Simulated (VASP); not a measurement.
Nb, 2 atoms in the cell. It takes space group P6_3/mmc (No. 194, hexagonal). Conventional cell: a = 2.940 Å, b = 2.940 Å, c = 4.802 Å, α = 90.00°, β = 90.00°, γ = 120.00°. Nb (site symmetry -6m2) has 12 Nb at 2.94 Å within 3.9 Å. 

```yaml
Program: VASP 6.6.1
Task: relaxation of cell and atoms
Functional: RPBE
Potentials_or_basis: VASP PAW PBE potentials, release 64 (Nb_sv)
Cutoff: 600 eV
k_mesh: 12 × 12 × 7
Occupations: fermi-dirac, width 0.1 eV
Spin: no spin polarisation
Dipole_correction: no
Further_INCAR_settings: ALGO = Normal; EDIFF = 1e-06; IBRION = 2; EDIFFG = -0.01; NSW = 80; ISIF = 3
```

Potentials or basis: VASP PAW PBE potentials, release 64 (Nb_sv).

Launch:

```console
$ cat potpaw_PBE.64/Nb_sv/POTCAR > POTCAR
$ mpirun -np 1 vasp_std > vasp.out
```

Hardware: 1 thread of Intel(R) Xeon(R) 6975P-C (Granite Rapids) (shared host).

Problem. Estimate the wall time of this run.

Solution. It took 2.1 min on 1 thread of Intel(R) Xeon(R) 6975P-C (Granite Rapids), with other jobs on the host, peak memory 0.2 GiB. Counts: scf iterations 80, k points 76, ion steps 10.
